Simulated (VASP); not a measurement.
# CaO (Fm-3m) in VASP: elastic constants with PBEsol

Aim: the elastic constants of CaO with PBEsol.

All numbers are computed with VASP 6.6.1; they aren't measurements. Logs are shortened: lines on timing, memory, paths and dates and some standing lists are left out, and cuts for length are marked.

## Step 1: The cell of the first run

It takes space group Fm-3m (No. 225, cubic). The conventional cell has a = 4.769 Å, b = 4.769 Å, c = 4.769 Å, α = 90.00°, β = 90.00°, γ = 90.00°. Within 3.2 Å of Ca (site symmetry m-3m) lie 6 O at 2.38 Å. Within 3.2 Å of O (site symmetry m-3m) lie 6 Ca at 2.38 Å.

## Step 2: Elastic constants, PBEsol

Input file INCAR:

```
PREC     = Accurate       # precision mode
ENCUT    = 600            # plane-wave cutoff, eV
EDIFF    = 1E-8           # SCF threshold, eV
ISMEAR   = 0              # smearing method
SIGMA    = 0.01           # smearing width, eV
LREAL    = F              # projectors in reciprocal space
LASPH    = T              # aspherical terms in the spheres
NELM     = 60             # most SCF steps
ALGO     = Normal         # electronic algorithm
ISIF     = 3              # what is computed and relaxed
LWAVE    = F              # write WAVECAR
LCHARG   = F              # write CHGCAR
GGA      = PS             # functional
IBRION   = 6              # ionic algorithm
NFREE    = 2            
POTIM    = 0.015          # step
NSW      = 1              # ionic steps
```

Input file KPOINTS:

```
Automatic mesh
0
Gamma
  8 8 8
```

Input file POSCAR:

```
CaO
1.0
    0.0000000000      2.3847000000      2.3847000000
    2.3847000000      0.0000000000      2.3847000000
    2.3847000000      2.3847000000      0.0000000000
Ca O
1 1
Direct
    0.0000000000      0.0000000000      0.0000000000
    0.5000000000      0.5000000000      0.5000000000
```

Potentials or basis: VASP PAW PBE potentials, release 64 (Ca_sv, O).

Run with:

```
cat potpaw_PBE.64/Ca_sv/POTCAR potpaw_PBE.64/O/POTCAR > POTCAR
mpirun -np 1 vasp_std > vasp.out
```

OUTCAR:

```text
PREC = Accurate
   ENCUT = 600
   EDIFF = 1E-8
   ISMEAR = 0
   LREAL = F
   LASPH = T
   NELM = 60
   ISIF = 3
   GGA = PS
   IBRION = 6
   NFREE = 2
   POTIM = 0.015
   NSW = 1

 ion  position               nearest neighbor table
   1  0.000  0.000  0.000-   2 2.38   2 2.38   2 2.38   2 2.38   2 2.38   2 2.38
   2  0.500  0.500  0.500-   1 2.38   1 2.38   1 2.38   1 2.38   1 2.38   1 2.38

  LATTYP: Found a face centered cubic cell.
 ALAT       =     4.7694000000

  Lattice vectors:

 A1 = (   0.0000000000,   2.3847000000,   2.3847000000)
 A2 = (   2.3847000000,   0.0000000000,   2.3847000000)
 A3 = (   2.3847000000,   2.3847000000,   0.0000000000)

Analysis of symmetry for initial positions (statically):
=====================================================================
 Subroutine PRICEL returns:
 Original cell was already a primitive cell.

 Routine SETGRP: Setting up the symmetry group for a
 face centered cubic supercell.

 Subroutine GETGRP returns: Found 48 space group operations
 (whereof 48 operations were pure point group operations)
 out of a pool of 48 trial point group operations.

The static configuration has the point symmetry O_h .

Analysis of symmetry for dynamics (positions and initial velocities):
=====================================================================
 Subroutine PRICEL returns:
 Original cell was already a primitive cell.

 Routine SETGRP: Setting up the symmetry group for a
 face centered cubic supercell.

 Subroutine GETGRP returns: Found 48 space group operations
 (whereof 48 operations were pure point group operations)
 out of a pool of 48 trial point group operations.

The dynamic configuration has the point symmetry O_h .

 Subroutine INISYM returns: Found 48 space group operations
 (whereof 48 operations are pure point group operations),
 and found     1 'primitive' translations

----------------------------------------------------------------------------------------

                                     Primitive cell

  volume of cell :      27.1226

  direct lattice vectors                    reciprocal lattice vectors
     0.000000000  2.384700000  2.384700000    -0.209669979  0.209669979  0.209669979
     2.384700000  0.000000000  2.384700000     0.209669979 -0.209669979  0.209669979
     2.384700000  2.384700000  0.000000000     0.209669979  0.209669979 -0.209669979

  length of vectors
     3.372475082  3.372475082  3.372475082     0.363159057  0.363159057  0.363159057

  position of ions in fractional coordinates (direct lattice)
     0.000000000  0.000000000  0.000000000
     0.500000000  0.500000000  0.500000000

  ion indices of the primitive-cell ions
   primitive index   ion index
                 1           1
                 2           2

----------------------------------------------------------------------------------------

 KPOINTS: Automatic mesh

Automatic generation of k-mesh.
 Grid dimensions read from file:
 generate k-points for:    8    8    8

 Generating k-lattice:

  Cartesian coordinates                     Fractional coordinates (reciprocal lattice)
    -0.026208747  0.026208747  0.026208747     0.125000000  0.000000000  0.000000000
     0.026208747 -0.026208747  0.026208747     0.000000000  0.125000000  0.000000000
     0.026208747  0.026208747 -0.026208747     0.000000000  0.000000000  0.125000000

  Length of vectors
     0.045394882  0.045394882  0.045394882
[... 110 lines left out ...]
  -------------------------------------------------------------------------------------
  Total        0.0681213      0.0681213      0.0681213      0.0000000      0.0000000     -0.0000000
  in kB        4.0240403      4.0240403      4.0240403      0.0000000      0.0000000     -0.0000000
  external PRESSURE =       4.0240403 kB  Pullay stress =       0.0000000 kB
[... 89 lines left out ...]
  FREE ENERGIE OF THE ION-ELECTRON SYSTEM (eV)
  ---------------------------------------------------
  free  energy   TOTEN  =       -13.4076389562 eV

  energy  without entropy=      -13.4076389562  energy(sigma->0) =      -13.40763896

[... ionic steps 4 to 14 ...]

--------------------------------------- Ionic step       15  -------------------------------------------

 number of electron      15.9999997 magnetization

------------------------ aborting loop because EDIFF is reached ----------------------------------------
[... 67 lines left out ...]
--------------------------------------- Ionic step       17  -------------------------------------------

 number of electron      15.9999998 magnetization

 Free energy of the ion-electron system (eV)
  ---------------------------------------------------
  ext. energy  EPLUGINS =         0.00000000
  ---------------------------------------------------
  free energy    TOTEN  =       -13.41302730 eV

  energy without entropy =      -13.41302730  energy(sigma->0) =      -13.41302730

 E-fermi :   2.4049     XC(G=0): -10.8516

 val. band max:        2.3251960954   @ k =   0.0000   0.0000   0.0000
 cond. band min:       5.8499043417   @ k =   0.0000   0.5000   0.5000
 fundamental gap:      3.5247082463
 Fermi energy:         2.4048992560

 k-point     1 :       0.0000    0.0000    0.0000
  band No.  band energies     occupation
      1     -34.9660      2.00000
      2     -15.7897      2.00000
      3     -15.7894      2.00000
      4     -15.7894      2.00000
      5     -13.1637      2.00000
      6       2.3252      2.00000
      7       2.3252      2.00000
      8       2.3252      2.00000
      9       7.0786      0.00000
     10       8.5740      0.00000
     11       8.5750      0.00000
     12       8.5750      0.00000
[... 331 lines left out ...]
 k-point    24 :      -0.3750    0.2500    0.1250
  band No.  band energies     occupation
      1     -34.8290      2.00000
      2     -16.8014      2.00000
      3     -16.0572      2.00000
      4     -15.9295      2.00000
      5     -12.1384      2.00000
      6       0.1960      2.00000
      7       1.1569      2.00000
      8       1.2225      2.00000
      9       9.1191      0.00000
     10       9.1866      0.00000
     11      11.2488      0.00000
     12      11.4492      0.00000

 [... further k-points ...]

------------------------ aborting loop because EDIFF is reached ----------------------------------------

  FORCE on cell =-STRESS in cart. coord.  units (eV):
  Direction    XX          YY          ZZ          XY          YZ          ZX
  --------------------------------------------------------------------------------------
  -------------------------------------------------------------------------------------
  Total        0.0740257      0.0674004      0.0674004      0.0000000     -0.0000000      0.0000000
  in kB        4.3728221      3.9814549      3.9814549      0.0000000     -0.0000000      0.0000000
  external PRESSURE =       4.1119106 kB  Pullay stress =       0.0000000 kB
[... 17 lines left out ...]
  FREE ENERGIE OF THE ION-ELECTRON SYSTEM (eV)
  ---------------------------------------------------
  free  energy   TOTEN  =       -13.4130272977 eV

  energy  without entropy=      -13.4130272977  energy(sigma->0) =      -13.41302730

 INTERNAL STRAIN TENSORS FROM STRAINED CELLS
 ============================================

 INTERNAL STRAIN TENSOR FOR ION    1 for displacements in x,y,z  (eV/Angst):
          X           Y           Z          XY          YZ          ZX
  --------------------------------------------------------------------------------
  x    -0.00000    -0.00000    -0.00000     0.00000     0.00000     0.00000
  y    -0.00000    -0.00000     0.00000    -0.00000    -0.00000     0.00000
  z     0.00000     0.00000     0.00000    -0.00000     0.00000     0.00000

 INTERNAL STRAIN TENSORS FROM DISPLACED ATOMS
 ============================================

 INTERNAL STRAIN TENSOR FOR ION    1 for displacements in x,y,z  (eV/Angst):
          X           Y           Z          XY          YZ          ZX
  --------------------------------------------------------------------------------
  x     0.00000     0.00000     0.00000     0.00000     0.00000     0.00000
  y     0.00000     0.00000     0.00000     0.00000     0.00000     0.00000
  z     0.00000     0.00000     0.00000     0.00000     0.00000     0.00000

 INTERNAL STRAIN TENSOR FOR ION    2 for displacements in x,y,z  (eV/Angst):
          X           Y           Z          XY          YZ          ZX
  --------------------------------------------------------------------------------
  x     0.00000     0.00000     0.00000     0.00000     0.00000     0.00000
  y     0.00000     0.00000     0.00000     0.00000     0.00000     0.00000
  z     0.00000     0.00000     0.00000     0.00000     0.00000     0.00000

 Eigenvectors and eigenvalues of the dynamical matrix
 ----------------------------------------------------

   1 f  =    8.351656 THz    52.475003 2PiTHz  278.581261 cm-1    34.539659 meV
             X         Y         Z           dx          dy          dz
      0.000000  0.000000  0.000000     0.534491   -0.000000    0.000000
      2.384700  2.384700  2.384700    -0.845174    0.000000    0.000000
[... 21 lines left out ...]
   6 f/i=    0.003363 THz     0.021127 2PiTHz    0.112161 cm-1     0.013906 meV
             X         Y         Z           dx          dy          dz
      0.000000  0.000000  0.000000    -0.052886   -0.843518    0.000000
      2.384700  2.384700  2.384700    -0.033445   -0.533444    0.000000

--------------------------------------------------------------------------------------------------------

 ELASTIC MODULI CONTR FROM IONIC RELAXATION (kBar)
 Direction    XX          YY          ZZ          XY          YZ          ZX
 --------------------------------------------------------------------------------
 XX           0.0000      0.0000      0.0000      0.0000      0.0000      0.0000
 YY           0.0000      0.0000      0.0000      0.0000      0.0000      0.0000
 ZZ           0.0000      0.0000      0.0000      0.0000      0.0000      0.0000
 XY           0.0000      0.0000      0.0000      0.0000      0.0000      0.0000
 YZ           0.0000      0.0000      0.0000      0.0000      0.0000      0.0000
 ZX           0.0000      0.0000      0.0000      0.0000      0.0000      0.0000
 --------------------------------------------------------------------------------

 TOTAL ELASTIC MODULI (kBar)
 Direction    XX          YY          ZZ          XY          YZ          ZX
 --------------------------------------------------------------------------------
 XX        2335.0798    584.2537    584.2537     -0.0000      0.0000     -0.0000
 YY         584.2537   2335.0798    584.2537     -0.0000      0.0000      0.0000
 ZZ         584.2537    584.2537   2335.0798      0.0000      0.0000      0.0000
 XY          -0.0000     -0.0000      0.0000    766.5892      0.0000      0.0000
 YZ           0.0000      0.0000      0.0000      0.0000    766.5892      0.0000
 ZX          -0.0000      0.0000      0.0000      0.0000      0.0000    766.5892
 --------------------------------------------------------------------------------
```

Wall time 13 min (1 thread of Intel Xeon 8259CL, shared host); peak memory 0.26 GiB.

Results:

```yaml
Elastic_constants_C11_C12_C44: 234, 58, 77 GPa
Voigt_bulk_modulus: 117 GPa
Highest_phonon_frequency_at_Γ_LO-TO_splitting_left_out: 279 cm⁻¹
```

Phonon frequencies in cm⁻¹ (negative: imaginary):
```csv
q point,frequencies
"(0.000, 0.000, 0.000)",0 0 0 279 279 279
```

Elastic tensor in Voigt notation (GPa, in the Cartesian axes of the cell as first typed):
```
234  58  58   0   0   0
 58 234  58   0   0   0
 58  58 234   0   0   0
  0   0   0  77   0   0
  0   0   0   0  77   0
  0   0   0   0   0  77
```

Clamped-ion elastic tensor (GPa):
```
234  58  58   0   0   0
 58 234  58   0   0   0
 58  58 234   0   0   0
  0   0   0  77   0   0
  0   0   0   0  77   0
  0   0   0   0   0  77
```

Caveat: the PAW data sets were made with another functional, which shifts forces and pressure a little.
